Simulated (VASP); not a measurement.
Write the native input for VASP 6.6.1 that does the following.

| Item | Value |
| --- | --- |
| Task | relaxation of cell and atoms |
| Functional | PBE |
| Potentials or basis | VASP PAW PBE potentials, release 64 (Nb_sv) |
| Cutoff | 500 eV |
| k mesh | 10 × 10 × 16 |
| Occupations | gaussian, width 0.1 eV |
| Spin | no spin polarisation |
| Dipole correction | no |
| Further INCAR settings | ALGO = Normal; EDIFF = 1e-07; IBRION = 2; EDIFFG = -0.01; NSW = 100; ISIF = 3 |

The structure of Nb lies in POSCAR:

```
Nb
1.0
    5.3470335108      0.0000000000      0.0000000000
    0.0000000000      4.8847774535      0.0000000000
    0.0000000000      0.0000000000      2.8108593930
Nb
4
Direct
    0.1318251294      0.2500000000      0.6410173480
    0.8681748706      0.7500000000      0.3589826520
    0.3681748706      0.7500000000      0.1410173480
    0.6318251294      0.2500000000      0.8589826520
```

These files were run (other wordings do the same):

INCAR

```
SYSTEM = Nb
ALGO = Normal ; EDIFF = 1E-7
EDIFFG = -0.01 ; ENCUT = 500
GGA = PE ; GGA_COMPAT = .False.
IBRION = 2 ; ISIF = 3
ISMEAR = 0 ; LASPH = .True.
LCHARG = .False. ; LREAL = .False.
LWAVE = .False. ; NELM = 120
NELMIN = 4 ; NSW = 100
PREC = Accurate ; SIGMA = 0.1
```

KPOINTS

```
k-points
0
Gamma
  10 10 16
  0 0 0
```

Potentials or basis: VASP PAW PBE potentials, release 64 (Nb_sv).

The run is started by

```bash
$ cat potpaw_PBE.64/Nb_sv/POTCAR > POTCAR
$ mpirun -np 1 vasp_std > vasp.out
```

It gave:

```json
{"Relaxed volume": "18.34 Å³/atom", "Relaxed cell": "a = 5.425 Å, b = 4.841 Å, c = 2.793 Å, α = 90.00°, β = 90.00°, γ = 90.00°", "Space group after relaxing (to 0.1 Å)": "Pnma (No. 62)", "Energy gained by relaxing": "1.9 meV/atom", "Ionic steps": "8", "Pressure after relaxing": "0.0 GPa", "Largest force after relaxing": "0.009 eV/Å", "Band gap on the k mesh": "zero (bands 26 and 27 overlap by 1.36 eV)"}
```

It took 31 min on 1 thread of Intel(R) Xeon(R) Platinum 8488C (Sapphire Rapids), with other jobs on the host, peak memory 0.56 GiB.
